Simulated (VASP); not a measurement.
# MoS2 (P-3m1) in VASP: notebook

MoS2 is run at these levels: PBEsol; tasks: single point.

Everything below comes from runs of VASP 6.6.1. Logs are shortened: lines on timing, memory, paths and dates and some standing lists are left out, and cuts for length are marked.

## (1) The cell of the first run

The structure is trigonal, space group P-3m1 (No. 164). Conventional cell: a = 3.145 Å, b = 3.145 Å, c = 5.745 Å, α = 90.00°, β = 90.00°, γ = 120.00°. Mo (site symmetry -3m) has 6 S at 2.40 Å and 6 Mo at 3.14 Å within 3.2 Å. Within 3.2 Å of S (site symmetry 3m) lie 3 Mo at 2.40 Å and 9 S at 3.14 to 3.17 Å.

## (2) Single point, PBEsol (16.40 Å³/atom)

The input, INCAR:

```
PREC = Accurate
ENCUT = 520
EDIFF = 1E-6
ISMEAR = 0
SIGMA = 0.1
LREAL = F
LASPH = T
NELM = 60
ALGO = Normal
ISIF = 2
LWAVE = F
LCHARG = F
GGA = PS
NBANDS = 20
```

The input, KPOINTS:

```
regular mesh
0
Gamma
  18 18 8
```

The input, POSCAR:

```
MoS2
1.0
    3.1446258438      0.0000000000      0.0000000000
   -1.5723129219      2.7233258662      0.0000000000
    0.0000000000      0.0000000000      5.7446359039
Mo S
1 2
Direct
    0.0000000000      0.0000000000      0.5000000000
    0.3333333333      0.6666666667      0.2261734381
    0.6666666667      0.3333333333      0.7738265619
```

Potentials or basis: VASP PAW PBE potentials, release 64 (Mo_sv, S).

The run is started by

```
$ cat potpaw_PBE.64/Mo_sv/POTCAR potpaw_PBE.64/S/POTCAR > POTCAR
$ mpirun -np 1 vasp_std > vasp.out
```

OUTCAR:

```text
PREC = Accurate
   ENCUT = 520
   EDIFF = 1E-6
   ISMEAR = 0
   LREAL = F
   LASPH = T
   NELM = 60
   ISIF = 2
   GGA = PS

 ion  position               nearest neighbor table
   1  0.000  0.000  0.500-   2 2.40   3 2.40   3 2.40   2 2.40   3 2.40   2 2.40
   2  0.333  0.667  0.226-   1 2.40   1 2.40   1 2.40
   3  0.667  0.333  0.774-   1 2.40   1 2.40   1 2.40

  LATTYP: Found a hexagonal cell.
 ALAT       =     3.1446258438
 C/A-ratio  =     1.8268106253

  Lattice vectors:

 A1 = (   3.1446258438,   0.0000000000,   0.0000000000)
 A2 = (  -1.5723129219,   2.7233258662,   0.0000000000)
 A3 = (   0.0000000000,   0.0000000000,   5.7446359039)

Analysis of symmetry for initial positions (statically):
=====================================================================
 Subroutine PRICEL returns:
 Original cell was already a primitive cell.

 Routine SETGRP: Setting up the symmetry group for a
 hexagonal supercell.

 Subroutine GETGRP returns: Found 12 space group operations
 (whereof 12 operations were pure point group operations)
 out of a pool of 24 trial point group operations.

The static configuration has the point symmetry D_3d.

Analysis of symmetry for dynamics (positions and initial velocities):
=====================================================================
 Subroutine PRICEL returns:
 Original cell was already a primitive cell.

 Routine SETGRP: Setting up the symmetry group for a
 hexagonal supercell.

 Subroutine GETGRP returns: Found 12 space group operations
 (whereof 12 operations were pure point group operations)
 out of a pool of 24 trial point group operations.

The dynamic configuration has the point symmetry D_3d.

 Subroutine INISYM returns: Found 12 space group operations
 (whereof 12 operations are pure point group operations),
 and found     1 'primitive' translations

----------------------------------------------------------------------------------------

                                     Primitive cell

  volume of cell :      49.1961

  direct lattice vectors                    reciprocal lattice vectors
     3.144625844  0.000000000  0.000000000     0.318002856  0.183599035  0.000000000
    -1.572312922  2.723325866  0.000000000     0.000000000  0.367198069  0.000000000
     0.000000000  0.000000000  5.744635904     0.000000000  0.000000000  0.174075436

  length of vectors
     3.144625844  3.144625844  5.744635904     0.367198069  0.367198069  0.174075436

  position of ions in fractional coordinates (direct lattice)
     0.000000000  0.000000000  0.500000000
     0.333333333  0.666666667  0.226173438
     0.666666667  0.333333333  0.773826562

  ion indices of the primitive-cell ions
   primitive index   ion index
                 1           1
                 2           2
                 3           3

----------------------------------------------------------------------------------------

 KPOINTS: regular mesh

Automatic generation of k-mesh.
 Grid dimensions read from file:
 generate k-points for:   18   18    8

 Generating k-lattice:

  Cartesian coordinates                     Fractional coordinates (reciprocal lattice)
     0.017666825  0.010199946  0.000000000     0.055555556  0.000000000  0.000000000
     0.000000000  0.020399893  0.000000000     0.000000000  0.055555556  0.000000000
     0.000000000  0.000000000  0.021759430     0.000000000  0.000000000  0.125000000

  Length of vectors
     0.020399893  0.020399893  0.021759430

  Shift w.r.t. Gamma in fractional coordinates (k-lattice)
     0.000000000  0.000000000  0.000000000

 Subroutine IBZKPT returns following result:
 ===========================================

 Found    266 irreducible k-points:

 Following reciprocal coordinates:
            Coordinates               Weight
  0.000000  0.000000  0.000000      1.000000
  0.055556 -0.000000  0.000000      6.000000
  0.111111 -0.000000  0.000000      6.000000
  0.166667  0.000000  0.000000      6.000000
  0.222222 -0.000000  0.000000      6.000000
  0.277778  0.000000  0.000000      6.000000
[... 16 lines left out ...]
  0.333333  0.111111  0.000000     12.000000
  0.388889  0.111111  0.000000     12.000000
 [... further k-points ...]
   k-points           NKPTS =    266   k-points in BZ     NKDIM =    266   number of bands    NBANDS=     20
   number of dos      NEDOS =    301   number of ions     NIONS =      3
   total plane-waves  NPLWV =  27648
   dimension x,y,z NGX =    24 NGY =   24 NGZ =   48
   dimension x,y,z NGXF=    48 NGYF=   48 NGZF=   96
   ions per type =               1   2
   NGX,Y,Z   is equivalent  to a cutoff of  12.69, 12.69, 13.89 a.u.
   NGXF,Y,Z  is equivalent  to a cutoff of  25.38, 25.38, 27.78 a.u.
 SYSTEM =  unknown system
   PREC   = accura    normal or accurate (medium, high low for compatibility)
   ISTART =      0    job   : 0-new  1-cont  2-samecut
   ICHARG =      2    charge: 1-file 2-atom 10-const
   ISPIN  =      1    spin polarized calculation?
   LNONCOLLINEAR =      F non collinear calculations
   LSORBIT =      F    spin-orbit coupling
   LASPH  =      T    aspherical Exc in radial PAW
   ENCUT  =  520.0 eV  38.22 Ry    6.18 a.u.   5.85  5.85 10.68*2*pi/ulx,y,z
   NELM   =     60;   NELMIN=  2; NELMDL= -5     # of ELM steps
   EDIFF  = 0.1E-05   stopping-criterion for ELM
   LREAL  =      F    real-space projection
   EDIFFG = 0.1E-04   stopping-criterion for IOM
   NSW    =      0    number of steps for IOM
   IBRION =     -1    ionic relax: 0-MD 1-quasi-New 2-CG
   NFREE  =      0    steps in history (QN), initial steepest desc. (CG)
   ISIF   =      2    stress and relaxation
   ISYM   =      2    0-nonsym 1-usesym 2-fastsym
   POTIM  = 0.5000    time-step for ionic-motion
   TEBEG  =    0.0;   TEEND  =   0.0 temperature during run
   PSTRESS=    0.0 pullay stress
   NELECT =      26.0000    total number of electrons
   NUPDOWN=      -1.0000    fix difference up-down
   EMIN   =  10.00;   EMAX   =-10.00  energy-range for DOS
   EFERMI =   0.00;   METHOD = LEGACY
   ISMEAR =     0;   SIGMA  =   0.10  broadening in eV -4-tet -1-fermi 0-gaus
   EFERMI_NEDOS =   21; number of points for ismear=-14 and -15
   IALGO  =     38    algorithm
   IMIX   =      4    mixing-type and parameters
     AMIX     =   0.40;   BMIX     =  1.00
     AMIX_MAG =   1.60;   BMIX_MAG =  1.00
  volume/ion in A,a.u.               =      16.40       110.66
  Fermi-wavevector in a.u.,A,eV,Ry     =   1.323596  2.501235 23.836148  1.751907
  Thomas-Fermi vector in A             =   2.453193
   LORBIT       =      0    0 simple, 1 ext, 2 COOP (PROOUT), +10 PAW based schemes
   GGA     = PS    functional components
   LHFCALC =     F    Hartree Fock is set to
   AEXX    =    0.0000 exact exchange contribution
   IVDW    =     0    specifies the selected vdW correction
   LEPSILON=     F    determine dielectric tensor
   LRPA    =     F    only Hartree local field effects (RPA)
 non-spin polarized calculation
 Gauss-broadening in eV      SIGMA  =   0.10
  energy-cutoff  :      520.00
  volume of cell :       49.20
 maximum number of plane-waves:      1342
   NGX = 11   NGY = 11   NGZ = 21

 number of electron      26.0000001 magnetization

 Free energy of the ion-electron system (eV)
  ---------------------------------------------------
  ext. energy  EPLUGINS =         0.00000000
  ---------------------------------------------------
  free energy    TOTEN  =       -22.59899569 eV

  energy without entropy =      -22.59300101  energy(sigma->0) =      -22.59599835

 E-fermi :   8.8008     XC(G=0): -11.5623

 val. band max:        8.7926093909   @ k =   0.1111  -0.0000   0.0000
 cond. band min:       8.8199088238   @ k =  -0.1111   0.3333   0.2500
 fundamental gap:      0.0272994330
 Fermi energy:         8.8008205820

 k-point     1 :       0.0000    0.0000    0.0000
  band No.  band energies     occupation
      1     -52.8386      2.00000
      2     -26.9775      2.00000
      3     -26.8251      2.00000
      4     -26.8251      2.00000
      5      -6.6593      2.00000
      6      -4.6306      2.00000
[... 12 lines left out ...]
     19      15.7998      0.00000
     20      18.2363      0.00000

 k-point     2 :       0.0556   -0.0000    0.0000
  band No.  band energies     occupation
      1     -52.8373      2.00000
      2     -26.9749      2.00000
      3     -26.8383      2.00000
      4     -26.8281      2.00000
      5      -6.6074      2.00000
      6      -4.6205      2.00000
[... 12 lines left out ...]
     19      15.9997      0.00000
     20      18.0907      0.00000

 k-point     3 :       0.1111   -0.0000    0.0000
  band No.  band energies     occupation
      1     -52.8334      2.00000
      2     -26.9674      2.00000
      3     -26.8762      2.00000
      4     -26.8367      2.00000
      5      -6.4547      2.00000
      6      -4.5911      2.00000
[... 12 lines left out ...]
     19      16.4841      0.00000
     20      17.8289      0.00000

 k-point     4 :       0.1667    0.0000    0.0000
  band No.  band energies     occupation
      1     -52.8274      2.00000
      2     -26.9561      2.00000
      3     -26.9336      2.00000
      4     -26.8499      2.00000
      5      -6.2093      2.00000
      6      -4.5453      2.00000
[... 12 lines left out ...]
     19      16.9605      0.00000
     20      17.8057      0.00000

 k-point     5 :       0.2222   -0.0000    0.0000
  band No.  band energies     occupation
      1     -52.8202      2.00000
      2     -27.0041      2.00000
      3     -26.9414      2.00000
      4     -26.8660      2.00000
      5      -5.8865      2.00000
      6      -4.4868      2.00000
[... 12 lines left out ...]
     19      16.8651      0.00000
     20      18.1296      0.00000
[... 353 lines left out ...]
      6      -4.3969      2.00000
[... 12 lines left out ...]
     19      16.8125      0.00000
     20      17.6219      0.00000

 k-point    22 :       0.2778    0.1111    0.0000
  band No.  band energies     occupation
      1     -52.8031      2.00000
      2     -27.1441      2.00000
      3     -26.9249      2.00000
      4     -26.9076      2.00000
      5      -5.0065      2.00000
      6      -4.3204      2.00000
[... 12 lines left out ...]
     19      16.6437      0.00000
     20      16.9098      0.00000

 k-point    23 :       0.3333    0.1111    0.0000
  band No.  band energies     occupation
      1     -52.7975      2.00000
      2     -27.1918      2.00000
      3     -26.9410      2.00000
      4     -26.8972      2.00000
      5      -4.6865      2.00000
      6      -4.2179      2.00000
[... 12 lines left out ...]
     19      16.1800      0.00000
     20      16.7214      0.00000

 k-point    24 :       0.3889    0.1111    0.0000
  band No.  band energies     occupation
      1     -52.7938      2.00000
      2     -27.2228      2.00000
      3     -26.9518      2.00000
      4     -26.8901      2.00000
      5      -4.5100      2.00000
      6      -4.0825      2.00000
[... 12 lines left out ...]
     19      15.8489      0.00000
     20      16.8624      0.00000

 [... further k-points ...]

------------------------ aborting loop because EDIFF is reached ----------------------------------------

  FORCE on cell =-STRESS in cart. coord.  units (eV):
  Direction    XX          YY          ZZ          XY          YZ          ZX
  --------------------------------------------------------------------------------------
  -------------------------------------------------------------------------------------
  Total        0.6531115      0.6531115      0.6795023      0.0000000      0.0000000      0.0000000
  in kB       21.2699657     21.2699657     22.1294399      0.0000000      0.0000000      0.0000000
  external PRESSURE =      21.5564571 kB  Pullay stress =       0.0000000 kB

 VOLUME and BASIS-vectors are now :
 -----------------------------------------------------------------------------
  energy-cutoff  :      520.00
  volume of cell :       49.20
      direct lattice vectors                 reciprocal lattice vectors
     3.144625844  0.000000000  0.000000000     0.318002856  0.183599035  0.000000000
    -1.572312922  2.723325866  0.000000000     0.000000000  0.367198069  0.000000000
     0.000000000  0.000000000  5.744635904     0.000000000  0.000000000  0.174075436

 POSITION                                       TOTAL-FORCE (eV/Angst)
 -----------------------------------------------------------------------------------
      0.00000      0.00000      2.87232         0.000000      0.000000      0.000000
     -0.00000      1.81555      1.29928         0.000000     -0.000000      0.000012
      1.57231      0.90778      4.44535         0.000000      0.000000     -0.000012
 -----------------------------------------------------------------------------------
    total drift:                               -0.000000     -0.000000      0.000000

  FREE ENERGIE OF THE ION-ELECTRON SYSTEM (eV)
  ---------------------------------------------------
  free  energy   TOTEN  =       -22.5989956877 eV

  energy  without entropy=      -22.5930010111  energy(sigma->0) =      -22.59599835
```

It took 91 s on 1 thread of Intel Xeon 6975P-C (Granite Rapids), shared host; peak memory 0.35 GiB.

Results:

```
Free energy            : -22.5990 eV
Pressure               : 2.2 GPa
Band gap on the k mesh : zero (bands 13 and 14 overlap by 1.22 eV)
```

Stress tensor (GPa, compression positive):
```
2.13 0.00 0.00
0.00 2.13 0.00
0.00 0.00 2.21
```

Caveat: the PAW data sets were made with another functional, which shifts forces and pressure a little.

## (3) Single point, PBEsol (16.92 Å³/atom)

This run uses another cell than the first one, of 16.92 Å³/atom.

The input, INCAR:

```
SYSTEM = MoS2
PREC = Accurate
ENCUT = 520
EDIFF = 1E-6
ISMEAR = 0
SIGMA = 0.1
LREAL = .FALSE.
LASPH = .TRUE.
NELM = 60
ALGO = Normal
ISIF = 2
LWAVE = .FALSE.
LCHARG = .FALSE.
GGA = PS
NBANDS = 20
```

The input, KPOINTS:

```
regular mesh
0
G
  18 18 8
  0 0 0
```

The input, POSCAR:

```
MoS2
1.0
    3.1444139377      0.0000000000      0.0000000000
   -1.5722069689      2.7231423501      0.0000000000
    0.0000000000      0.0000000000      5.9287743623
Mo S
1 2
Direct
    0.0000000000      0.0000000000      0.5000000000
    0.3333333333      0.6666666667      0.2335981736
    0.6666666667      0.3333333333      0.7664018264
```

Potentials or basis: VASP PAW PBE potentials, release 64 (Mo_sv, S).

The run is started by

```
$ cat potpaw_PBE.64/Mo_sv/POTCAR potpaw_PBE.64/S/POTCAR > POTCAR
$ mpirun -np 1 vasp_std > vasp.out
```

Wall time 99 s (1 thread of Intel Xeon 6975P-C (Granite Rapids), shared host); peak memory 0.36 GiB.

Results (log left out):

```
Free energy            : -22.6143 eV
Pressure               : 0.9 GPa
Largest force          : 0.004 eV/Å
Band gap on the k mesh : zero (bands 13 and 14 overlap by 1.15 eV)
```

Forces in eV/Å, atoms in the order of the input:
```
Mo   0.000  0.000  0.000
S    0.000  0.000 -0.004
S    0.000  0.000  0.004
```

Levels at points of the mesh, in eV from the Fermi level:
```csv
k point,band 11,band 12,band 13,band 14,band 15,band 16
"(0.00, 0.00, 0.00)",-1.47,-0.91,-0.91,-0.07,-0.07,3.09
"(0.50, 0.00, 0.00)",-3.59,-1.89,-1.81,1.24,1.79,3.72
"(0.00, 0.00, 0.50)",-0.93,-0.93,-0.26,-0.26,-0.03,3.48
"(0.50, 0.00, 0.50)",-2.59,-2.19,-1.41,1.24,1.97,3.09
```

Caveat: the PAW data sets were made with another functional, which shifts forces and pressure a little.

## (4) Single point, PBEsol

This run uses another cell than the first one, of 17.45 Å³/atom.

The input, INCAR:

```
PREC = Accurate
ENCUT = 520
EDIFF = 1E-7
ISMEAR = 0
SIGMA = 0.1
LREAL = F
LASPH = T
NELM = 100
ALGO = Normal
ISIF = 2
LWAVE = F
LCHARG = F
GGA = PS
NBANDS = 20
```

The input, KPOINTS:

```
Automatic mesh
0
Gamma
  18 18 8
```

The input, POSCAR:

```
MoS2
1.0
    3.1411847089      0.0000000000      0.0000000000
   -1.5705923545      2.7203457559      0.0000000000
    0.0000000000      0.0000000000      6.1247118881
Mo S
1 2
Direct
    0.0000000000      0.0000000000      0.5000000000
    0.3333333333      0.6666666667      0.2410625331
    0.6666666667      0.3333333333      0.7589374669
```

The run is started by

```
$ cat potpaw_PBE.64/Mo_sv/POTCAR potpaw_PBE.64/S/POTCAR > POTCAR
$ mpirun -np 1 vasp_std > vasp.out
```

Wall time 97 s (1 thread of Intel Xeon 6975P-C (Granite Rapids), shared host); peak memory 0.36 GiB.

The run converged. Its results:

```yaml
Free_energy: -22.6189 eV
Pressure: 0.0 GPa
Largest_force: 0.005 eV/Å
Band_gap_on_the_k_mesh: zero (bands 13 and 14 overlap by 1.03 eV)
```

Forces on the atoms (eV/Å):
```
Mo   0.000  0.000  0.000
S    0.000  0.000 -0.005
S    0.000  0.000  0.005
```

Levels at points of the mesh, in eV from the Fermi level:
```tsv
k point	band 10	band 11	band 12	band 13	band 14	band 15	band 16	band 17
(0.00, 0.00, 0.00)	-1.78	-1.60	-0.90	-0.90	-0.06	-0.06	3.16	3.16
(0.50, 0.00, 0.00)	-4.04	-3.45	-1.96	-1.71	1.26	1.80	3.72	3.77
(0.00, 0.00, 0.50)	-3.85	-0.91	-0.91	-0.23	-0.18	-0.18	3.42	3.42
(0.50, 0.00, 0.50)	-4.13	-2.54	-2.34	-1.43	1.25	1.95	3.19	4.21
```

Caveat: the PAW data sets were made with another functional, which shifts forces and pressure a little; this functional lacks dispersion, which binds the layers, so the pressure and a relaxed spacing across them are unreliable.

## (5) Summary

| cell | gap on the mesh (eV) | pressure (GPa) |
| --- | --- | --- |
| a = 3.145, b = 3.145, c = 5.745 Å, angles 90.0, 90.0, 120.0°, 3 atoms, atomic positions A | none | 2.2 |
| a = 3.144, b = 3.144, c = 5.929 Å, angles 90.0, 90.0, 120.0°, 3 atoms, atomic positions A | none | 0.9 |
| a = 3.141, b = 3.141, c = 6.125 Å, angles 90.0, 90.0, 120.0°, 3 atoms, atomic positions B | none | 0.0 |

Alike in all rows: task single point; level PBEsol; potentials or basis VASP PAW PBE potentials, release 64 (Mo_sv, S); no spin polarisation; k mesh 18 × 18 × 8; cutoff (eV) 520; smearing gaussian 0.1 eV.

Caveats: the PAW data sets were made with another functional, which shifts forces and pressure a little; this functional lacks dispersion, which binds the layers, so the pressure and a relaxed spacing across them are unreliable (at least some runs).

Absolute energies hang on the potentials; compare differences alone.
